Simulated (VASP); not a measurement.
A run of VASP 6.6.1 is set up as follows.

The input INCAR:

```
SYSTEM = SiC
ALGO     = Normal         ! electronic algorithm
EDIFF    = 1E-7           ! SCF threshold, eV
ENCUT    = 520            ! plane-wave cutoff, eV
GGA      = PS             ! functional
ISIF     = 2              ! what is computed and relaxed
ISMEAR   = 0              ! smearing method
LASPH    = .TRUE.         ! aspherical terms in the spheres
LCHARG   = .FALSE.        ! write CHGCAR
LREAL    = .FALSE.        ! projectors in reciprocal space
LWAVE    = .FALSE.        ! write WAVECAR
NBANDS   = 11             ! bands
NELM     = 60             ! most SCF steps
PREC     = Accurate       ! precision mode
SIGMA    = 0.01           ! smearing width, eV
```

Contents of KPOINTS:

```
k-points
0
G
  10 10 10
  0 0 0
```

Contents of POSCAR:

```
SiC
1.0
    2.1351072847      2.1351072847      0.0000000000
   -2.1351072847      2.1351072847      0.0000000000
    0.0000000000      2.1351072847      2.1351072847
Si C
1 1
Direct
    0.0000000000      0.0000000000      0.0000000000
    0.7500000000      0.2500000000      0.5000000000
```

Potentials or basis: VASP PAW PBE potentials, release 64 (Si, C).

Command:

```console
$ cat potpaw_PBE.64/Si/POTCAR potpaw_PBE.64/C/POTCAR > POTCAR
$ mpirun -np 1 vasp_std > vasp.out
```

Q: Estimate the band gap on the k mesh.

A: 1.18 eV, indirect (least direct gap 4.50 eV).

Q: Predict the pressure.

A: 15.4 GPa.

Caveat: the PAW data sets were made with another functional, which shifts forces and pressure a little. A k mesh can miss the band edges.
